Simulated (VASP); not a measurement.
# BN (so) (P6_3mc) in VASP: single point with PBEsol

Aim: the single point of BN (so) with PBEsol.

All numbers are computed with VASP 6.6.1; they aren't measurements. Logs are shortened: lines on timing, memory, paths and dates and some standing lists are left out, and cuts for length are marked.

## 1. The cell of the first run

Symmetry: P6_3mc, No. 186, hexagonal system. The conventional cell has a = 2.541 Å, b = 2.541 Å, c = 4.203 Å, α = 90.00°, β = 90.00°, γ = 120.00°. Within 2.1 Å of B (site symmetry 3m) lie 4 N at 1.56 to 1.57 Å. N (site symmetry 3m) has 4 B at 1.56 to 1.57 Å within 2.1 Å.

## 2. Single point, PBEsol, non-collinear spin, zero start, spin-orbit coupling

File INCAR:

```
SYSTEM = BN
ALGO = Normal
EDIFF = 1E-6
ENCUT = 520
GGA = PS
GGA_COMPAT = .False.
ISIF = 2
ISMEAR = 0
LASPH = .True.
LCHARG = .False.
LORBIT = 11
LORBMOM = .True.
LREAL = .False.
LSORBIT = .True.
LWAVE = .False.
MAGMOM = 0 0 0 0 0 0 0 0 0 0 0 0
NBANDS = 30
NELM = 150
PREC = Accurate
SIGMA = 0.01
```

File KPOINTS:

```
k-points
0
Gamma
  9 9 6
  0 0 0
```

File POSCAR:

```
BN
1.0
    2.5405605600      0.0000000000      0.0000000000
   -1.2702802800      2.2001899848      0.0000000000
    0.0000000000      0.0000000000      4.2026543224
B N
2 2
Direct
    0.3333333333      0.6666666667     -0.0002373567
    0.6666666667      0.3333333333      0.4997626433
    0.3333333333      0.6666666667      0.3742373567
    0.6666666667      0.3333333333      0.8742373567
```

Potentials or basis: VASP PAW PBE potentials, release 64 (B, N).

Started as:

```sh
$ cat potpaw_PBE.64/B/POTCAR potpaw_PBE.64/N/POTCAR > POTCAR
$ mpirun -np 1 vasp_ncl > vasp.out
```

OUTCAR:

```text
SYSTEM = BN
   EDIFF = 1E-6
   ENCUT = 520
   GGA = PS
   ISIF = 2
   ISMEAR = 0
   LASPH = .True.
   LORBIT = 11
   LREAL = .False.
   LSORBIT = .True.
   NELM = 150
   PREC = Accurate

 ion  position               nearest neighbor table
   1  0.333  0.667  1.000-   4 1.56   4 1.56   4 1.56   3 1.57
   2  0.667  0.333  0.500-   3 1.56   3 1.56   3 1.56   4 1.57
   3  0.333  0.667  0.374-   2 1.56   2 1.56   2 1.56   1 1.57
   4  0.667  0.333  0.874-   1 1.56   1 1.56   1 1.56   2 1.57

  LATTYP: Found a hexagonal cell.
 ALAT       =     2.5405605600
 C/A-ratio  =     1.6542232406

  Lattice vectors:

 A1 = (   2.5405605600,   0.0000000000,   0.0000000000)
 A2 = (  -1.2702802800,   2.2001899848,   0.0000000000)
 A3 = (   0.0000000000,   0.0000000000,   4.2026543224)

Analysis of symmetry for initial positions (statically):
=====================================================================
 Subroutine PRICEL returns:
 Original cell was already a primitive cell.

 Routine SETGRP: Setting up the symmetry group for a
 hexagonal supercell.

 Subroutine GETGRP returns: Found 12 space group operations
 (whereof  6 operations were pure point group operations)
 out of a pool of 24 trial point group operations.

The static configuration has the point symmetry C_3v.
 The point group associated with its full space group is C_6v.

Analysis of symmetry for dynamics (positions and initial velocities):
=====================================================================
 Subroutine PRICEL returns:
 Original cell was already a primitive cell.

 Routine SETGRP: Setting up the symmetry group for a
 hexagonal supercell.

 Subroutine GETGRP returns: Found 12 space group operations
 (whereof  6 operations were pure point group operations)
 out of a pool of 24 trial point group operations.

The dynamic configuration has the point symmetry C_3v.
 The point group associated with its full space group is C_6v.

Analysis of structural, dynamic, and magnetic symmetry:
=====================================================================
 Subroutine PRICEL returns:
 Original cell was already a primitive cell.

 Routine SETGRP: Setting up the symmetry group for a
 hexagonal supercell.

 Subroutine GETGRP returns: Found 12 space group operations
 (whereof  6 operations were pure point group operations)
 out of a pool of 24 trial point group operations.

The overall configuration has the point symmetry C_3v.
 The point group associated with its full space group is C_6v.

 Subroutine INISYM returns: Found 12 space group operations
 (whereof  6 operations are pure point group operations),
 and found     1 'primitive' translations

----------------------------------------------------------------------------------------

                                     Primitive cell

  volume of cell :      23.4916

  direct lattice vectors                    reciprocal lattice vectors
     2.540560560  0.000000000  0.000000000     0.393613920  0.227253102  0.000000000
    -1.270280280  2.200189985  0.000000000     0.000000000  0.454506205  0.000000000
     0.000000000  0.000000000  4.202654322     0.000000000  0.000000000  0.237944861

  length of vectors
     2.540560560  2.540560560  4.202654322     0.454506205  0.454506205  0.237944861

  position of ions in fractional coordinates (direct lattice)
     0.333333333  0.666666667  0.999762643
     0.666666667  0.333333333  0.499762643
     0.333333333  0.666666667  0.374237357
     0.666666667  0.333333333  0.874237357

  ion indices of the primitive-cell ions
   primitive index   ion index
                 1           1
                 2           2
                 3           3
                 4           4

----------------------------------------------------------------------------------------

 KPOINTS: k-points

Automatic generation of k-mesh.
 Grid dimensions read from file:
 generate k-points for:    9    9    6

 Generating k-lattice:

[... 105 lines left out ...]

 Free energy of the ion-electron system (eV)
  ---------------------------------------------------
  ext. energy  EPLUGINS =         0.00000000
  ---------------------------------------------------
  free energy    TOTEN  =       -36.62567517 eV

  energy without entropy =      -36.62567517  energy(sigma->0) =      -36.62567517

 E-fermi :   7.7077     XC(G=0): -13.0349

 val. band max:        7.6025950870   @ k =   0.0000   0.0000   0.0000
 cond. band min:      12.5412700767   @ k =   0.3333   0.3333   0.0000
 fundamental gap:      4.9386749897
 Fermi energy:         7.7077262856

 k-point     1 :       0.0000    0.0000    0.0000
  band No.  band energies     occupation
      1     -12.9042      1.00000
      2     -12.9042      1.00000
      3      -8.6735      1.00000
      4      -8.6735      1.00000
      5      -3.4750      1.00000
      6      -3.4750      1.00000
[... 733 lines left out ...]
     27      20.0761      0.00000
     28      20.0769      0.00000

 [... further k-points ...]

 [bands above 28 left out]

------------------------ aborting loop because EDIFF is reached ----------------------------------------

  FORCE on cell =-STRESS in cart. coord.  units (eV):
  Direction    XX          YY          ZZ          XY          YZ          ZX
  --------------------------------------------------------------------------------------
  -------------------------------------------------------------------------------------
  Total        0.1233829      0.1233829      0.1104271      0.0000000      0.0000000     -0.0000000
  in kB        8.4149636      8.4149636      7.5313480      0.0000000      0.0000000     -0.0000000
  external PRESSURE =       8.1204251 kB  Pullay stress =       0.0000000 kB

 VOLUME and BASIS-vectors are now :
 -----------------------------------------------------------------------------
  energy-cutoff  :      520.00
  volume of cell :       23.49
      direct lattice vectors                 reciprocal lattice vectors
     2.540560560  0.000000000  0.000000000     0.393613920  0.227253102  0.000000000
    -1.270280280  2.200189985  0.000000000     0.000000000  0.454506205  0.000000000
     0.000000000  0.000000000  4.202654322     0.000000000  0.000000000  0.237944861

 POSITION                                       TOTAL-FORCE (eV/Angst)
 -----------------------------------------------------------------------------------
     -0.00000      1.46679      4.20166         0.000000      0.000000      0.004221
      1.27028      0.73340      2.10033         0.000000     -0.000000      0.004221
     -0.00000      1.46679      1.57279        -0.000000      0.000000     -0.004221
      1.27028      0.73340      3.67412         0.000000      0.000000     -0.004221
 -----------------------------------------------------------------------------------
    total drift:                               -0.000000      0.000000     -0.000410

  FREE ENERGIE OF THE ION-ELECTRON SYSTEM (eV)
  ---------------------------------------------------
  free  energy   TOTEN  =       -36.6256751705 eV

  energy  without entropy=      -36.6256751705  energy(sigma->0) =      -36.62567517

 orbital moment (x)

 # of ion     p       tot
 --------------------------------
  1         0.000   0.000
  2        -0.000  -0.000
  3         0.000   0.000
  4         0.000   0.000
 --------------------------------
            0.000   0.000

 orbital moment (y)

 # of ion     p       tot
 --------------------------------
  1         0.000   0.000
  2         0.000   0.000
  3         0.000   0.000
  4        -0.000  -0.000
 --------------------------------
            0.000   0.000

 orbital moment (z)

 # of ion     p       tot
 --------------------------------
  1        -0.000  -0.000
  2        -0.000  -0.000
  3        -0.000  -0.000
  4         0.000   0.000
 --------------------------------
           -0.000  -0.000

 Spin-Orbit-Coupling matrix elements

 Ion:    1  E_soc:     -0.0000028
 l=   1
     0.0000000    -0.0000005    -0.0000005
    -0.0000005     0.0000000    -0.0000005
    -0.0000005    -0.0000005     0.0000000
 l=   2
     0.0000000     0.0000000     0.0000000     0.0000000     0.0000000
     0.0000000     0.0000000     0.0000000     0.0000000     0.0000000
     0.0000000     0.0000000     0.0000000     0.0000000     0.0000000
     0.0000000     0.0000000     0.0000000     0.0000000     0.0000000
     0.0000000     0.0000000     0.0000000     0.0000000     0.0000000
 l=   3
     0.0000000     0.0000000     0.0000000     0.0000000     0.0000000     0.0000000     0.0000000
     0.0000000     0.0000000     0.0000000     0.0000000     0.0000000     0.0000000     0.0000000
     0.0000000     0.0000000     0.0000000     0.0000000     0.0000000     0.0000000     0.0000000
     0.0000000     0.0000000     0.0000000     0.0000000     0.0000000     0.0000000     0.0000000
[... 49 lines left out ...]
 l=   2
     0.0000000     0.0000000     0.0000000     0.0000000     0.0000000
     0.0000000     0.0000000     0.0000000     0.0000000     0.0000000
     0.0000000     0.0000000     0.0000000     0.0000000     0.0000000
     0.0000000     0.0000000     0.0000000     0.0000000     0.0000000
     0.0000000     0.0000000     0.0000000     0.0000000     0.0000000
 l=   3
     0.0000000     0.0000000     0.0000000     0.0000000     0.0000000     0.0000000     0.0000000
     0.0000000     0.0000000     0.0000000     0.0000000     0.0000000     0.0000000     0.0000000
     0.0000000     0.0000000     0.0000000     0.0000000     0.0000000     0.0000000     0.0000000
     0.0000000     0.0000000     0.0000000     0.0000000     0.0000000     0.0000000     0.0000000
     0.0000000     0.0000000     0.0000000     0.0000000     0.0000000     0.0000000     0.0000000
     0.0000000     0.0000000     0.0000000     0.0000000     0.0000000     0.0000000     0.0000000
     0.0000000     0.0000000     0.0000000     0.0000000     0.0000000     0.0000000     0.0000000

 total charge

# of ion       s       p       d       tot
------------------------------------------
    1        0.677   1.366   0.000   2.043
    2        0.677   1.366   0.000   2.043
    3        1.209   2.759   0.000   3.968
    4        1.209   2.759   0.000   3.968
--------------------------------------------------
tot          3.772   8.250   0.000  12.023

 magnetization (x)

# of ion       s       p       d       tot
------------------------------------------
    1       -0.000  -0.000   0.000  -0.000
    2        0.000   0.000   0.000   0.000
    3        0.000   0.000   0.000   0.000
    4       -0.000   0.000   0.000  -0.000
--------------------------------------------------
tot          0.000   0.000   0.000   0.000

 magnetization (y)

# of ion       s       p       d       tot
------------------------------------------
    1        0.000   0.000   0.000   0.000
    2        0.000   0.000   0.000   0.000
    3        0.000  -0.000   0.000  -0.000
    4        0.000  -0.000   0.000  -0.000
--------------------------------------------------
tot          0.000  -0.000   0.000   0.000

 magnetization (z)

# of ion       s       p       d       tot
------------------------------------------
    1        0.000  -0.000   0.000   0.000
    2       -0.000   0.000   0.000  -0.000
    3        0.000  -0.000   0.000  -0.000
    4        0.000  -0.000   0.000  -0.000
--------------------------------------------------
tot          0.000  -0.000   0.000  -0.000
```

Wall time 44 s (1 thread of Intel Xeon 6975P-C (Granite Rapids), shared host); peak memory 0.22 GiB.

What came out:

| Quantity | Value |
| --- | --- |
| Free energy | -36.6257 eV |
| Pressure | 0.8 GPa |
| Largest force | 0.004 eV/Å |
| Net moment | 0.00 μB per cell |
| Valence electrons inside the program's atomic spheres | B 2.04; N 3.97 |

Forces in eV/Å, atoms in the order of the input:
```
B    0.000  0.000  0.004
B    0.000  0.000  0.004
N    0.000  0.000 -0.004
N    0.000  0.000 -0.004
```

Moments on the atoms (μB; x, y, z):
```
B   0.00 0.00 0.00
B   0.00 0.00 0.00
N   0.00 0.00 0.00
N   0.00 0.00 0.00
```

Caveat: the PAW data sets were made with another functional, which shifts forces and pressure a little.
